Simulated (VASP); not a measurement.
# C (P6_3/mmc) in VASP: notebook, part 2 of 2

VASP 6.6.1.

### 5 Single point, PBEsol+D3(BJ) (9.23 Å³/atom)

INCAR reads:

```
SYSTEM = C
PREC = Accurate ; ENCUT = 520
EDIFF = 1E-6 ; ISMEAR = 0
SIGMA = 0.15 ; LREAL = .FALSE.
LASPH = .TRUE. ; NELM = 100
ALGO = Normal ; ISIF = 2
LWAVE = .FALSE. ; LCHARG = .FALSE.
GGA = PS ; IVDW = 12
NBANDS = 16
```

KPOINTS reads:

```
regular mesh
0
G
  21 21 8
  0 0 0
```

POSCAR reads:

```
C
1.0
    2.4755056413      0.0000000000      0.0000000000
   -1.2377528207      2.1438507725      0.0000000000
    0.0000000000      0.0000000000      6.9544379980
C
4
Direct
    0.0000000000      0.0000000000      0.0025000000
    0.0000000000      0.0000000000      0.5025000000
    0.3333333333      0.6666666667      0.0025000000
    0.6666666667      0.3333333333      0.5025000000
```

Potentials or basis: VASP PAW PBE potentials, release 64 (C).

Run with:

```bash
cat potpaw_PBE.64/C/POTCAR > POTCAR
mpirun -np 1 vasp_std > vasp.out
```

OUTCAR:

```text
SYSTEM = C
   PREC = Accurate
   ENCUT = 520
   EDIFF = 1E-6
   ISMEAR = 0
   LREAL = .FALSE.
   LASPH = .TRUE.
   NELM = 100
   ISIF = 2
   GGA = PS
   IVDW = 12
 IVDW          = 12

 ion  position               nearest neighbor table
   1  0.000  0.000  0.002-   3 1.43   3 1.43   3 1.43
   2  0.000  0.000  0.502-   4 1.43   4 1.43   4 1.43
   3  0.333  0.667  0.002-   1 1.43   1 1.43   1 1.43
   4  0.667  0.333  0.502-   2 1.43   2 1.43   2 1.43

  LATTYP: Found a hexagonal cell.
 ALAT       =     2.4755056413
 C/A-ratio  =     2.8093000000

  Lattice vectors:

 A1 = (   2.4755056413,   0.0000000000,   0.0000000000)
 A2 = (  -1.2377528207,   2.1438507725,   0.0000000000)
 A3 = (   0.0000000000,   0.0000000000,   6.9544379980)

Analysis of symmetry for initial positions (statically):
=====================================================================
 Subroutine PRICEL returns:
 Original cell was already a primitive cell.

 Routine SETGRP: Setting up the symmetry group for a
 hexagonal supercell.

 Subroutine GETGRP returns: Found 24 space group operations
 (whereof  6 operations were pure point group operations)
 out of a pool of 24 trial point group operations.

The static configuration has the point symmetry C_3v.
 The point group associated with its full space group is D_6h.

Analysis of symmetry for dynamics (positions and initial velocities):
=====================================================================
 Subroutine PRICEL returns:
 Original cell was already a primitive cell.

 Routine SETGRP: Setting up the symmetry group for a
 hexagonal supercell.

 Subroutine GETGRP returns: Found 24 space group operations
 (whereof  6 operations were pure point group operations)
 out of a pool of 24 trial point group operations.

The dynamic configuration has the point symmetry C_3v.
 The point group associated with its full space group is D_6h.

 Subroutine INISYM returns: Found 24 space group operations
[... 123 lines left out ...]
  Fermi-wavevector in a.u.,A,eV,Ry     =   1.239010  2.341389 20.886911  1.535145
  Thomas-Fermi vector in A             =   2.373511
   LORBIT       =      0    0 simple, 1 ext, 2 COOP (PROOUT), +10 PAW based schemes
   GGA     = PS    functional components
   LHFCALC =     F    Hartree Fock is set to
   AEXX    =    0.0000 exact exchange contribution
   IVDW    =    12    specifies the selected vdW correction
   LEPSILON=     F    determine dielectric tensor
   LRPA    =     F    only Hartree local field effects (RPA)
 non-spin polarized calculation
 Gauss-broadening in eV      SIGMA  =   0.15
  energy-cutoff  :      520.00
  volume of cell :       36.91
 maximum number of plane-waves:      1022
   NGX =  9   NGY =  9   NGZ = 25

 number of electron      15.9999996 magnetization

 Free energy of the ion-electron system (eV)
  ---------------------------------------------------
  ext. energy  EPLUGINS =         0.00000000
  ---------------------------------------------------
  free energy    TOTEN  =       -38.56868076 eV

  energy without entropy =      -38.56779395  energy(sigma->0) =      -38.56823735

 E-fermi :   4.2134     XC(G=0): -10.2717

 val. band max:        4.2102236029   @ k =   0.3333   0.3333   0.5000
 cond. band min:       4.2137550621   @ k =   0.3333   0.3333   0.2500
 fundamental gap:      0.0035314592
 Fermi energy:         4.2134463745

 k-point     1 :       0.0000    0.0000    0.0000
  band No.  band energies     occupation
      1     -15.2668      2.00000
      2     -15.0317      2.00000
      3      -4.1335      2.00000
      4      -2.4462      2.00000
      5       1.2265      2.00000
      6       1.2265      2.00000
[... 433 lines left out ...]
      3      -2.9063      2.00000
      4      -2.8459      2.00000
      5      -2.3386      2.00000
      6      -1.2545      2.00000
[... 8 lines left out ...]
     15      15.9719      0.00000
     16      16.1538      0.00000

 [... further k-points ...]

------------------------ aborting loop because EDIFF is reached ----------------------------------------

 Edisp (eV)   -0.42395

 E8    (eV) :    -0.2060

  FORCE on cell =-STRESS in cart. coord.  units (eV):
  Direction    XX          YY          ZZ          XY          YZ          ZX
  --------------------------------------------------------------------------------------
  -------------------------------------------------------------------------------------
  Total      -1.73581    -1.73581    -0.33749     0.00000     0.00000    -0.00000
  in kB     -75.35137   -75.35137   -14.65066     0.00000     0.00000    -0.00000
  external pressure =      -55.12 kB  Pullay stress =        0.00 kB

 VOLUME and BASIS-vectors are now :
 -----------------------------------------------------------------------------
  energy-cutoff  :      520.00
  volume of cell :       36.91
      direct lattice vectors                 reciprocal lattice vectors
     2.475505641  0.000000000  0.000000000     0.403957876  0.233225188  0.000000000
    -1.237752821  2.143850773  0.000000000     0.000000000  0.466450377  0.000000000
     0.000000000  0.000000000  6.954437998     0.000000000  0.000000000  0.143793071

 POSITION                                       TOTAL-FORCE (eV/Angst)
 -----------------------------------------------------------------------------------
      0.00000      0.00000      0.01739        -0.000000      0.000000      0.000000
      0.00000      0.00000      3.49461         0.000000      0.000000     -0.000000
     -0.00000      1.42923      0.01739        -0.000000      0.000000     -0.000000
      1.23775      0.71462      3.49461         0.000000     -0.000000      0.000000
 -----------------------------------------------------------------------------------
    total drift:                               -0.000000     -0.000000      0.000036

  FREE ENERGIE OF THE ION-ELECTRON SYSTEM (eV)
  ---------------------------------------------------
  free  energy   TOTEN  =       -38.9926277885 eV

  energy  without entropy=      -38.9917409806  energy(sigma->0) =      -38.99218438
```

Wall time 2.4 min (1 thread of Intel Xeon 8259CL, shared host); peak memory 0.23 GiB.

What came out:

```yaml
Free_energy: -38.9926 eV
Pressure: -5.5 GPa
Band_gap_on_the_k_mesh: zero (bands 8 and 9 overlap by 0.02 eV)
Dispersion_energy_per_atom: -0.106 eV
```

Stress tensor (GPa, compression positive):
```
-7.54  0.00  0.00
 0.00 -7.54  0.00
 0.00  0.00 -1.47
```

Caveat: the cell stands under tension; the PAW data sets were made with another functional, which shifts forces and pressure a little.

### 6 Overview

```csv
cell,gap on the mesh (eV),pressure (GPa)
"a = 2.417, b = 2.417, c = 7.298 Å, angles 90.0, 90.0, 120.0°, 4 atoms",none,15.0
"a = 2.619, b = 2.619, c = 6.214 Å, angles 90.0, 90.0, 120.0°, 4 atoms",none,-43.1
"a = 2.577, b = 2.577, c = 6.417 Å, angles 90.0, 90.0, 120.0°, 4 atoms",none,-33.8
"a = 2.476, b = 2.476, c = 6.954 Å, angles 90.0, 90.0, 120.0°, 4 atoms",none,-5.5
```

Alike in all rows: task single point; level PBEsol+D3(BJ); potentials or basis VASP PAW PBE potentials, release 64 (C); no spin polarisation; k mesh 21 × 21 × 8; cutoff (eV) 520; smearing gaussian 0.15 eV.

Caveats: the PAW data sets were made with another functional, which shifts forces and pressure a little; the cell stands under tension (at least some runs); the cell stands under pressure (at least some runs).

Absolute energies hang on the potentials; compare differences alone.
